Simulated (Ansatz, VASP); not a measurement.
## Two plane-wave programs on SrCl2

The input POSCAR:

```
SrCl2
1.0
    0.0000000000      3.3635075000      3.4855000000
    3.6074925000      0.0000000000      3.4855000000
    3.6074925000      3.3635075000      0.0000000000
Sr Cl
1 2
Direct
    0.0000000000      0.0000000000      0.0000000000
    0.2500000000      0.2500000000      0.2500000000
    0.7500000000      0.7500000000      0.7500000000
```

INCAR.step1

```
SYSTEM = SrCl2
  ALGO = Normal
  EDIFF = 1E-4
  ENCUT = 520
  GGA = PE
  ISMEAR = 0
  LASPH = .True.
  LCHARG = .False.
  LREAL = .False.
  LWAVE = .True.
  NBANDS = 19
  NELM = 100
  PREC = Accurate
  SIGMA = 0.05
```

INCAR.step2

```
SYSTEM = SrCl2
  ALGO = Normal
  EDIFF = 1E-7
  ENCUT = 520
  ISIF = 2
  ISMEAR = 0
  ISTART = 1
  LASPH = .True.
  LCHARG = .False.
  LMIXTAU = .True.
  LREAL = .False.
  LWAVE = .False.
  METAGGA = R2SCAN
  NBANDS = 19
  NELM = 100
  PREC = Accurate
  SIGMA = 0.05
```

Contents of KPOINTS:

```
k-points
0
Gamma
  6 6 6
  0 0 0
```

Input for Ansatz:

```yaml
crystal:
  lattice:
    - [0.0, 3.3635075, 3.4855]
    - [3.6074925, 0.0, 3.4855]
    - [3.6074925, 3.3635075, 0.0]
  atoms:
    - { symbol: Sr, position: [0.0, 0.0, 0.0] }
    - { symbol: Cl, position: [0.25, 0.25, 0.25] }
    - { symbol: Cl, position: [0.75, 0.75, 0.75] }
basis:
  ecutwfc: 500
kpoints:
  mp_grid: { grid: [6, 6, 6] }
hamiltonian:
  xc: r2scan
scf:
  occupations: { method: gaussian, width: 0.05 }
output:
  forces: true
  stress: true
  eigenvalues: true
```

Change from the starting cell: strain +0.0350 x Voigt [1, -1, 0, 0, 0, 0], atoms carried along.

Alike in both runs: task single point; functional r2SCAN; k mesh 6 × 6 × 6; occupations gaussian, width 0.05 eV; no spin polarisation.

|  | VASP | Ansatz |
| --- | --- | --- |
| version | VASP 6.6.1 | Ansatz 0.2.0 |
| potentials or method | VASP PAW PBE potentials, release 64 (Sr_sv, Cl), cutoff 520 eV | scalar-relativistic, plane waves, PAW |
| valence electrons in the cell | 24 | 24 |

Ansatz gave:

```
gap on the k mesh at the Fermi level (eV)                     : 5.59
least direct gap on the mesh (eV)                             : 5.71
pressure (GPa)                                                : 0.5
traceless stress, the component that is largest in VASP (GPa) : 2.00
```

Question: Which values does VASP return?

Answer: gap on the k mesh at the Fermi level (eV): 5.59; least direct gap on the mesh (eV): 5.71; pressure (GPa): 0.5; traceless stress, the component that is largest in VASP (GPa): 1.99.

VASP's potentials were made for PBE, not for r2SCAN.
